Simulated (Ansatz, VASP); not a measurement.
# Ge: VASP beside Ansatz

```
Ge
1.0
     4.23679    0.00000    0.00000
    -2.11839    3.46148    0.00000
     0.00000    0.00000    6.59637
Ge
4
Direct
  0.66667 0.33333 0.06291
  0.33333 0.66667 0.56291
  0.66667 0.33333 0.43709
  0.33333 0.66667 0.93709
```

Change from the starting cell: strain +0.0600 x Voigt [1, 0, 0, 0, 0, 0], atoms carried along.

Alike in both runs: task single point; functional PBEsol; k mesh 12 × 12 × 8; occupations gaussian, width 0.15 eV; no spin polarisation.

|  | VASP | Ansatz |
| --- | --- | --- |
| version | VASP 6.6.1 | Ansatz 0.2.0 |
| potentials or method | VASP PAW PBE potentials, release 64 (Ge_d), cutoff 520 eV | scalar-relativistic, plane waves, PAW |
| valence electrons in the cell | 56 | 56 |

VASP gave:

| Quantity | Value |
| --- | --- |
| gap on the k mesh at the Fermi level (eV) | none |
| pressure (GPa) | -3.2 |
| traceless stress, the component that is largest in VASP (GPa) | -4.65 |
| rms of the force components (eV/Å) | 0.241 |

Estimate Ansatz's values.

gap on the k mesh at the Fermi level (eV): none; pressure (GPa): -3.2; traceless stress, the component that is largest in VASP (GPa): -4.66; rms of the force components (eV/Å): 0.243.

VASP's potentials were made for PBE, not for PBEsol. Atom by atom the forces differ by 0.002 eV/Å (rms over components). A gap of «none» marks a metal or a gap that the smearing closes.
